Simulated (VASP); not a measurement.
TaN:

```
Ta N
1.0
     0.00000    2.21132    2.21132
     2.21132    0.00000    2.21132
     2.21132    2.21132    0.00000
Ta N
1 1
Direct
  0.50000 0.50000 0.50000
  0.00000 0.00000 0.00000
```

Program: VASP 6.6.1. Alike in all runs: task single point; potentials or basis VASP PAW PBE potentials, release 64 (Ta_sv_GW, N); no spin polarisation; cell as given; k mesh 10 × 10 × 10; smearing fermi-dirac 0.05 eV.

Q: Order these runs on this cell by their pressure, lowest first.
A. level r2SCAN+U; U Ta d U = 1.0 eV; cutoff (eV) 770
B. level r2SCAN+U; U Ta d U = 5.0 eV; cutoff (eV) 770
C. level BLYP; cutoff (eV) 700
D. level r2SCAN+U; U Ta d U = 8.0 eV; cutoff (eV) 770
E. level r2SCAN+U; U Ta d U = 3.0 eV; cutoff (eV) 770

A: A (-3.3 GPa), E (2.6 GPa), B (8.9 GPa), C (11.0 GPa), D (18.8 GPa).

Caveats: the PAW data sets were made with another functional, which shifts forces and pressure a little; U without spin polarisation on a metal has little footing (at least some runs); the cell stands under pressure (at least some runs); the cell stands under tension (at least some runs).
